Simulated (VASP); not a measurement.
# Si5P13 in VASP: a series of runs

Si5P13 is run at these levels: PBE; tasks: single point.

All numbers are computed with VASP 6.6.1; they aren't measurements. Logs are shortened: lines on timing, memory, paths and dates and some standing lists are left out, and cuts for length are marked.

### 1 The cell of the first run

The cell holds a disordered packing, 18 atoms: a = 7.050 Å, b = 7.051 Å, c = 7.040 Å, α = 90.50°, β = 87.18°, γ = 89.28°.

### 2 Single point, PBE

INCAR reads:

```
PREC = Accurate
ENCUT = 400
EDIFF = 1E-6
ISMEAR = -1
SIGMA = 0.1861
LREAL = Auto
LASPH = T
NELM = 120
ALGO = Normal
ISIF = 2
LWAVE = F
LCHARG = T
GGA = PE
LELF = T
LVHAR = T
NBANDS = 58
ISYM = -1
GGA_COMPAT = F
```

KPOINTS reads:

```
explicit points
1
Reciprocal
  0.25000000   0.25000000   0.25000000 1
```

POSCAR reads:

```
Si5P13
1.0
    7.0479230000      0.0446470000      0.1733930000
    0.0446470000      7.0511420000     -0.0312760000
    0.1733930000     -0.0312760000      7.0375900000
Si P
5 13
Direct
    0.8081388674      0.3920671023      0.6091184153
    0.6496772846      0.6496012954      0.8299053279
    0.2203156782      0.4038526122      0.2528951954
    0.4705827268      0.3319392998      0.8772619580
    0.7369970568      0.6829197657      0.4308719132
    0.7450165724      0.9059648714      0.7073062368
    0.5639132097      0.1392874972      0.6284356936
    0.3460725164      0.1200600154      0.3738111264
    0.6842098934      0.9805984065      0.0757618716
    0.2067179787      0.3479965888      0.5772701295
    0.1427943736      0.8754967543      0.4315857405
    0.2811438707      0.8645690605      0.8627524313
    0.8363295211      0.5700144216      0.1339759898
    0.9058040992      0.8787257412      0.2212372326
    0.9746839109      0.5965699645      0.8505002359
    0.7931804665      0.2461652125     -0.0289999670
    0.3485399660      0.5858907085      0.4849036286
    0.1611597034      0.1014469432      1.0767073515
```

Potentials or basis: VASP PAW PBE potentials, release 64 (Si, P).

Launch:

```bash
> cat potpaw_PBE.64/Si/POTCAR potpaw_PBE.64/P/POTCAR > POTCAR
> mpirun -np 1 vasp_std > vasp.out
```

OUTCAR:

```text
PREC = Accurate
   ENCUT = 400
   EDIFF = 1E-6
   ISMEAR = -1
   LREAL = Auto
   LASPH = T
   NELM = 120
   ISIF = 2
   GGA = PE
   ISYM = -1

 ion  position               nearest neighbor table
   1  0.808  0.392  0.609-   5 2.47   7 2.49  15 2.56   2 2.59  16 2.75  10 2.82   4 3.00
   2  0.650  0.650  0.830-   6 2.11  15 2.33   1 2.59   4 2.60  13 2.63   5 2.86   9 2.91  12 2.99

   3  0.220  0.404  0.253-  17 2.30  10 2.32   8 2.36  18 2.51   4 3.14
   4  0.471  0.332  0.877-   7 2.27  16 2.47   2 2.60  10 2.88   1 3.00  18 3.03   3 3.14
   5  0.737  0.683  0.431-  13 2.30  14 2.32   1 2.47   6 2.49  17 2.84   2 2.86
   6  0.745  0.906  0.707-   2 2.11   7 2.16   5 2.49   9 2.66  15 2.92
   7  0.564  0.139  0.628-   6 2.16   4 2.27   8 2.42   1 2.49  10 2.94
   8  0.346  0.120  0.374-  11 2.28  10 2.32   3 2.36   7 2.42  18 2.52
   9  0.684  0.981  0.076-  14 2.04  16 2.16   6 2.66   2 2.91
  10  0.207  0.348  0.577-  17 2.06   3 2.32   8 2.32   1 2.82   4 2.88   7 2.94
  11  0.143  0.875  0.432-   8 2.28  14 2.29  17 2.53
  12  0.281  0.865  0.863-  18 2.36  15 2.89   2 2.99
  13  0.836  0.570  0.134-  15 2.19   5 2.30  14 2.32  16 2.57   2 2.63
  14  0.906  0.879  0.221-   9 2.04  11 2.29  13 2.32   5 2.32  18 2.58
  15  0.975  0.597  0.851-  13 2.19   2 2.33   1 2.56  12 2.89  16 2.91   6 2.92
  16  0.793  0.246  0.971-   9 2.16   4 2.47  13 2.57   1 2.75  18 2.91  15 2.91
  17  0.349  0.586  0.485-  10 2.06   3 2.30  11 2.53   5 2.84
  18  0.161  0.101  0.077-  12 2.36   3 2.51   8 2.52  14 2.58  16 2.91   4 3.03

IMPORTANT INFORMATION: All symmetrisations will be switched off!
NOSYMM: (Re-)initialisation of all symmetry stuff for point group C_1.

----------------------------------------------------------------------------------------

                                     Primitive cell

  volume of cell :     349.5060

  direct lattice vectors                    reciprocal lattice vectors
     7.047923000  0.044647000  0.173393000     0.141977725 -0.000914520 -0.003502129
     0.044647000  7.051142000 -0.031276000    -0.000914520  0.141829685  0.000652842
     0.173393000 -0.031276000  7.037590000    -0.003502129  0.000652842  0.142183285

  length of vectors
     7.050196955  7.051352710  7.039795191     0.142023856  0.141834136  0.142227907

  position of ions in fractional coordinates (direct lattice)
     0.808138867  0.392067102  0.609118415
     0.649677285  0.649601295  0.829905328
     0.220315678  0.403852612  0.252895195
     0.470582727  0.331939300  0.877261958
     0.736997057  0.682919766  0.430871913
     0.745016572  0.905964871  0.707306237
[... 10 lines left out ...]
     0.348539966  0.585890709  0.484903629
     0.161159703  0.101446943  0.076707351

  ion indices of the primitive-cell ions
   primitive index   ion index
                 1           1
                 2           2
                 3           3
                 4           4
                 5           5
                 6           6
[... 10 lines left out ...]
                17          17
                18          18

----------------------------------------------------------------------------------------

 KPOINTS: explicit points

Read explicit list of k-points.

 Found      1 k-points:

 Following reciprocal coordinates:
            Coordinates               Weight
  0.250000  0.250000  0.250000      1.000000
   k-points           NKPTS =      1   k-points in BZ     NKDIM =      1   number of bands    NBANDS=     58
   number of dos      NEDOS =    301   number of ions     NIONS =     18
   total plane-waves  NPLWV = 110592
   dimension x,y,z NGX =    48 NGY =   48 NGZ =   48
   dimension x,y,z NGXF=    96 NGYF=   96 NGZF=   96
   ions per type =               5  13
   NGX,Y,Z   is equivalent  to a cutoff of  11.32, 11.32, 11.34 a.u.
   NGXF,Y,Z  is equivalent  to a cutoff of  22.64, 22.63, 22.67 a.u.
 SYSTEM =  unknown system
   PREC   = accura    normal or accurate (medium, high low for compatibility)
   ISTART =      0    job   : 0-new  1-cont  2-samecut
   ICHARG =      2    charge: 1-file 2-atom 10-const
   ISPIN  =      1    spin polarized calculation?
   LNONCOLLINEAR =      F non collinear calculations
   LSORBIT =      F    spin-orbit coupling
   LASPH  =      T    aspherical Exc in radial PAW
   ENCUT  =  400.0 eV  29.40 Ry    5.42 a.u.  11.50 11.50 11.48*2*pi/ulx,y,z
   NELM   =    120;   NELMIN=  2; NELMDL= -5     # of ELM steps
   EDIFF  = 0.1E-05   stopping-criterion for ELM
   LREAL  =      T    real-space projection
   EDIFFG = 0.1E-04   stopping-criterion for IOM
   NSW    =      0    number of steps for IOM
   IBRION =     -1    ionic relax: 0-MD 1-quasi-New 2-CG
   NFREE  =      0    steps in history (QN), initial steepest desc. (CG)
   ISIF   =      2    stress and relaxation
   ISYM   =     -1    0-nonsym 1-usesym 2-fastsym
   POTIM  = 0.5000    time-step for ionic-motion
   TEBEG  =    0.0;   TEEND  =   0.0 temperature during run
   PSTRESS=    0.0 pullay stress
   NELECT =      85.0000    total number of electrons
   NUPDOWN=      -1.0000    fix difference up-down
   EMIN   =  10.00;   EMAX   =-10.00  energy-range for DOS
   EFERMI =   0.00;   METHOD = LEGACY
   ISMEAR =    -1;   SIGMA  =   0.19  broadening in eV -4-tet -1-fermi 0-gaus
   EFERMI_NEDOS =   21; number of points for ismear=-14 and -15
   IALGO  =     38    algorithm
   IMIX   =      4    mixing-type and parameters
     AMIX     =   0.40;   BMIX     =  1.00
     AMIX_MAG =   1.60;   BMIX_MAG =  1.00
  volume/ion in A,a.u.               =      19.42       131.03
  Fermi-wavevector in a.u.,A,eV,Ry     =   1.021871  1.931057 14.207492  1.044221
  Thomas-Fermi vector in A             =   2.155520
   LORBIT       =      0    0 simple, 1 ext, 2 COOP (PROOUT), +10 PAW based schemes
   GGA     = PE    functional components
   LHFCALC =     F    Hartree Fock is set to
   AEXX    =    0.0000 exact exchange contribution
   IVDW    =     0    specifies the selected vdW correction
   LEPSILON=     F    determine dielectric tensor
   LRPA    =     F    only Hartree local field effects (RPA)
 non-spin polarized calculation
  energy-cutoff  :      400.00
  volume of cell :      349.51
 maximum number of plane-waves:      6349
 NGX is ok and might be reduce to    48
   NGX = 23   NGY = 23   NGZ = 23

 number of electron      84.9999999 magnetization

 Free energy of the ion-electron system (eV)
  ---------------------------------------------------
  ext. energy  EPLUGINS =         0.00000000
  ---------------------------------------------------
  free energy    TOTEN  =       -88.40881235 eV

  energy without entropy =      -87.68794665  energy(sigma->0) =      -88.04837950

 E-fermi :   6.1254     XC(G=0):  -9.7228

 val. band max:        6.1073103949   @ k =   0.2500   0.2500   0.2500
 cond. band min:       6.4864458221   @ k =   0.2500   0.2500   0.2500
 fundamental gap:      0.3791354272
 Fermi energy:         6.1253551788

 k-point     1 :       0.2500    0.2500    0.2500
  band No.  band energies     occupation
      1      -8.8314      2.00000
      2      -8.5896      2.00000
      3      -7.5002      2.00000
      4      -7.0529      2.00000
      5      -6.5996      2.00000
      6      -5.7554      2.00000
[... 46 lines left out ...]
     53       8.5007      0.00001
     54       8.7348      0.00000
 [bands above 54 left out]

------------------------ aborting loop because EDIFF is reached ----------------------------------------

  FORCE on cell =-STRESS in cart. coord.  units (eV):
  Direction    XX          YY          ZZ          XY          YZ          ZX
  --------------------------------------------------------------------------------------
  -------------------------------------------------------------------------------------
  Total       -2.6191309      2.4703166      5.5234101      0.2001177     -4.4272158      2.8945718
  in kB      -12.0064093     11.3242265     25.3199720      0.9173634    -20.2948864     13.2690632
  external PRESSURE =       8.2125964 kB  Pullay stress =       0.0000000 kB

 VOLUME and BASIS-vectors are now :
 -----------------------------------------------------------------------------
  energy-cutoff  :      400.00
  volume of cell :      349.51
      direct lattice vectors                 reciprocal lattice vectors
     7.047923000  0.044647000  0.173393000     0.141977725 -0.000914520 -0.003502129
     0.044647000  7.051142000 -0.031276000    -0.000914520  0.141829685  0.000652842
     0.173393000 -0.031276000  7.037590000    -0.003502129  0.000652842  0.142183285

 POSITION                                       TOTAL-FORCE (eV/Angst)
 -----------------------------------------------------------------------------------
      5.81882      2.78155      4.41459         0.362957      0.110754      0.434281
      4.75178      4.58348      5.93287        -1.827941     -2.047432      1.004119
      1.61465      2.84955      1.80534        -0.285640      0.672657     -1.559391
      3.48356      2.33412      6.24502         0.033400      0.301286      0.700022
      5.29950      4.83479      3.13873        -1.005378     -0.404554      1.128119
      5.41391      6.39923      5.07858         1.686116      0.838135     -1.514016
[... 10 lines left out ...]
      2.56672      4.13159      3.45466         1.831768      2.246898     -0.440783
      1.15367      0.72011      0.56461         0.431037     -0.823556     -1.302597
 -----------------------------------------------------------------------------------
    total drift:                                0.002052     -0.000669     -0.002110

  FREE ENERGIE OF THE ION-ELECTRON SYSTEM (eV)
  ---------------------------------------------------
  free  energy   TOTEN  =       -88.4088123521 eV

  energy  without entropy=      -87.6879466505  energy(sigma->0) =      -88.04837950
```

Run time: 72 s. Hardware: 1 thread of Intel Xeon 8259CL, shared host; peak memory 0.3 GiB.

What came out:

| Property | Result |
| --- | --- |
| Free energy | -88.4088 eV |
| Pressure | 0.8 GPa |
| Largest force | 2.951 eV/Å |
| Band gap on the k mesh | zero (an odd number of electrons rules out a gap without spin polarisation) |

Forces on the atoms (eV/Å):
```
Si   0.363  0.111  0.434
Si  -1.828 -2.047  1.004
Si  -0.286  0.673 -1.559
Si   0.033  0.301  0.700
Si  -1.005 -0.405  1.128
P    1.686  0.838 -1.514
P    0.104  0.225 -0.606
P    0.764 -0.836 -0.386
P   -2.052  0.696 -0.517
P   -2.006 -1.102  1.863
P   -0.018 -0.088  1.416
P   -0.754  0.320 -0.377
P    0.362 -1.385 -0.461
P    1.929  0.116  0.409
P    1.011  0.418 -0.475
P   -0.566  0.741  0.685
P    1.832  2.247 -0.441
P    0.431 -0.824 -1.303
```

Caveat: the atoms stand as in a frame of molecular dynamics; an odd number of electrons without spin polarisation forces a metal; a magnetic or distorted state may lie lower.

### 3 Single point, PBE

INCAR, as its differences from that of step 2:

```diff
@@ -11,8 +11,6 @@
 LWAVE = F
-LCHARG = T
+LCHARG = F
 GGA = PE
-LELF = T
-LVHAR = T
+ISYM = -1
 NBANDS = 58
-ISYM = -1
 GGA_COMPAT = F
```

KPOINTS is that of step 2.

POSCAR reads:

```
Si5P13
1.0
    7.0479230000      0.0446470000      0.1733930000
    0.0446470000      7.0511420000     -0.0312760000
    0.1733930000     -0.0312760000      7.0375900000
Si P
5 13
Direct
    0.8225448665      0.4358997995      0.6389098655
    0.4401149754      0.5794722700      1.0043187680
    0.0476172978      0.3979950258      0.1788403681
    0.4561466006      0.3136948921      0.8330287064
    0.6538895073      0.6859358803      0.4817271917
    0.8481464546      0.8549776198      0.7752845252
    0.7240267560      0.1329595845      0.6556315831
    0.4671673111      0.0566419175      0.4202526704
    0.5174225261      0.9399358999      0.1336764420
    0.2575418000      0.2942382160      0.5195329153
    0.0958447920      0.7951031165      0.5621294831
    0.2545411946      0.8312792849      0.8813396958
    0.7370896744      0.5144402002      0.2119434980
    0.8045763532      0.7882680605      0.1925741574
    1.1303945653      0.5339684509      0.7101962309
    0.6777735171      0.2148905282      0.0481577831
    0.3044790556      0.5236278845      0.3026168687
   -0.0090302392      0.1093422677      1.0853588471
```

Potentials or basis: VASP PAW PBE potentials, release 64 (Si, P).

Launch:

```bash
> cat potpaw_PBE.64/Si/POTCAR potpaw_PBE.64/P/POTCAR > POTCAR
> mpirun -np 1 vasp_std > vasp.out
```

Wall time 67 s (1 thread of Intel Xeon 8259CL, shared host); peak memory 0.3 GiB.

The run converged. Its results:

* Free energy: -88.4763 eV
* Pressure: 0.4 GPa
* Largest force: 3.761 eV/Å
* Band gap on the k mesh: zero (an odd number of electrons rules out a gap without spin polarisation)

Forces in eV/Å, atoms in the order of the input:
```
Si   0.279  0.399  0.196
Si  -0.269  1.925 -0.127
Si  -0.450 -0.311  0.298
Si   0.727 -2.031 -2.157
Si  -0.386  0.575  1.338
P   -0.491  0.213 -1.466
P   -1.162 -0.220 -0.109
P    0.877 -0.416  1.451
P    0.280  0.510 -0.536
P    0.450 -0.529 -0.064
P   -0.021  0.988  0.682
P    0.853 -0.135 -0.267
P   -0.457 -3.732 -0.103
P    0.673  3.669  0.225
P   -1.361 -0.366  0.801
P    0.982 -1.289  0.076
P   -0.034  0.643 -0.050
P   -0.491  0.106 -0.186
```

Stress tensor (GPa, compression positive):
```
-2.83  0.01 -0.98
 0.01  5.97  2.84
-0.98  2.84 -1.80
```

Levels at points of the mesh, in eV from the Fermi level:
```
           k point  band 40  band 41  band 42  band 43  band 44  band 45  band 46  band 47
(0.25, 0.25, 0.25)    -0.91    -0.74    -0.25    -0.04     0.35     0.65     0.78     1.25
```

Caveat: the atoms stand as in a frame of molecular dynamics; an odd number of electrons without spin polarisation forces a metal; a magnetic or distorted state may lie lower.

### 4 Single point, PBE

INCAR reads:

```
SYSTEM = Si5P13
PREC = Accurate
ENCUT = 400
EDIFF = 1E-6
ISMEAR = -1
SIGMA = 0.1861
LREAL = Auto
LASPH = .True.
NELM = 120
ALGO = Normal
ISIF = 2
LWAVE = .False.
LCHARG = .False.
GGA = PE
NBANDS = 58
ISYM = -1
GGA_COMPAT = .False.
```

KPOINTS is that of step 3.

POSCAR reads:

```
Si5P13
1.0
    7.0479230000      0.0446470000      0.1733930000
    0.0446470000      7.0511420000     -0.0312760000
    0.1733930000     -0.0312760000      7.0375900000
Si P
5 13
Direct
    0.7974555025      0.4371180992      0.5666896059
    0.4528417279      0.6150053295      1.0535213505
   -0.0409602975      0.5078940982      0.1188979643
    0.4921248297      0.4187166111      0.7637543222
    0.6485450499      0.7049545298      0.4533534898
    0.7946988217      0.9560832351      0.8047248059
    0.7961456332      0.0140498367      0.5044413418
    0.5117936590      0.1633485852      0.4229160057
    0.5717549555      0.8957940913      0.1952130700
    0.2423475853      0.2032697687      0.6479759535
    0.0581294398      0.8121187921      0.7081861247
    0.2616153082      0.9792802481      0.8834066358
    0.6584189212      0.4478763921      0.2470734371
    0.9857658367      0.7930090454      0.3360044071
    1.0671018951      0.4936620673      0.7895905809
    0.6397449019      0.2317927478      0.0111673545
    0.2191235277      0.5144999587      0.2630923391
   -0.0697987455      0.1894985846      0.9152424866
```

Launch:

```bash
> cat potpaw_PBE.64/Si/POTCAR potpaw_PBE.64/P/POTCAR > POTCAR
> mpirun -np 1 vasp_std > vasp.out
```

Wall time 64 s (1 thread of Intel Xeon 8259CL, shared host); peak memory 0.3 GiB.

Results (log left out):

```
Free energy            : -89.0128 eV
Pressure               : 1.9 GPa
Largest force          : 2.869 eV/Å
Band gap on the k mesh : zero (an odd number of electrons rules out a gap without spin polarisation)
```

Forces in eV/Å, atoms in the order of the input:
```
Si   0.444 -0.741  1.350
Si  -0.027  0.550 -0.545
Si  -0.117  0.003 -1.457
Si  -0.128 -0.974 -0.027
Si   0.324  1.942  0.242
P   -1.644 -2.351  0.003
P   -1.021  1.688 -0.418
P    0.284 -0.923  0.969
P   -0.941  0.414  0.291
P    1.877 -0.337  0.378
P    1.259 -0.214 -0.675
P   -0.126  0.284 -0.922
P    0.132 -1.631 -0.960
P    0.680  0.021  0.208
P   -1.181  0.788 -0.060
P   -1.855  0.170 -0.381
P    0.542 -0.072  0.842
P    1.497  1.382  1.163
```

Stress tensor (GPa, compression positive):
```
 1.99  0.34  0.18
 0.34  4.06  1.32
 0.18  1.32 -0.22
```

Levels at points of the mesh, in eV from the Fermi level:
```
           k point  band 39  band 40  band 41  band 42  band 43  band 44  band 45  band 46  band 47  band 48
(0.25, 0.25, 0.25)    -1.14    -0.82    -0.58    -0.35    -0.05     0.48     0.61     0.84     1.23     1.45
```

Caveat: the atoms stand as in a frame of molecular dynamics; an odd number of electrons without spin polarisation forces a metal; a magnetic or distorted state may lie lower.

### 5 Overview

| cell | gap on the mesh (eV) | pressure (GPa) | largest force (eV/Å) |
| --- | --- | --- | --- |
| as given, atomic positions A | none | 0.8 | 2.95 |
| as given, atomic positions B | none | 0.4 | 3.76 |
| as given, atomic positions C | none | 1.9 | 2.87 |

Alike in all rows: task single point; level PBE; potentials or basis VASP PAW PBE potentials, release 64 (Si, P); no spin polarisation; k mesh 1 × 1 × 1, shifted; cutoff (eV) 400; smearing fermi-dirac 0.1861 eV.

Caveats: the atoms stand as in a frame of molecular dynamics; an odd number of electrons without spin polarisation forces a metal; a magnetic or distorted state may lie lower.

Total energies depend on the potentials used, so only differences within one code and one set of settings carry meaning.

The gap in the log of VASP goes by the Fermi energy; the results here count the filled bands.